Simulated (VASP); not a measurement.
Crystal: TePb.

```
CELL_PARAMETERS angstrom
0.00000 3.26784 3.26784
3.26784 0.00000 3.26784
3.26784 3.26784 0.00000
ATOMIC_POSITIONS crystal
Pb 0.00000 0.00000 0.00000
Te 0.50000 0.50000 0.50000
```

Program: VASP 6.6.1. Alike in all runs: task single point; potentials or basis VASP PAW PBE potentials, release 64 (Pb_d, Te); no spin polarisation; cell as given; cutoff (eV) 520. Hardware: 1 thread of Intel(R) Xeon(R) 6975P-C (Granite Rapids), with other jobs on the host.

Question: Order these runs on this cell by their wall time, lowest first.
A. level r2SCAN; k mesh 8 × 8 × 8; smearing gaussian 0.01 eV
B. level PBE; k mesh 4 × 4 × 4; smearing gaussian 0.01 eV
C. level PBE; k mesh 8 × 8 × 8; smearing fermi-dirac 0.02 eV

Answer: B (9.7 s), C (22 s), A (80 s).
